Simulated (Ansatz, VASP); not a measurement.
**Two plane-wave programs on Hf**

```
Hf
1.0
    -1.82875    1.82875    1.82875
     1.82875   -1.82875    1.82875
     1.82875    1.82875   -1.82875
Hf
1
Cartesian
  0.0000 0.0000 0.0000
```

Alike in both runs: task single point; functional r2SCAN; k mesh 10 × 10 × 10; occupations fermi-dirac, width 0.05 eV; no spin polarisation.

```csv
,VASP,Ansatz
version,VASP 6.6.1,Ansatz 0.2.0
potentials or method,"VASP PAW PBE potentials, release 64 (Hf_pv)",Ansatz PAW
plane-wave cutoff (eV),520,500
valence electrons in the cell,10,26
```

Ansatz gave:

| Item | Value |
| --- | --- |
| gap on the k mesh at the Fermi level (eV) | none |
| pressure (GPa) | -8.6 |

Q: Which values does VASP return?

A: gap on the k mesh at the Fermi level (eV): none; pressure (GPa): -9.1.

VASP's potentials were made for PBE, not for r2SCAN. A gap of «none» marks a metal or a gap that the smearing closes. VASP's potentials hold 10 valence electrons a cell and Ansatz's 26, so a difference there can come from the potentials and not from the codes.

Neither program's run includes spin-orbit coupling.
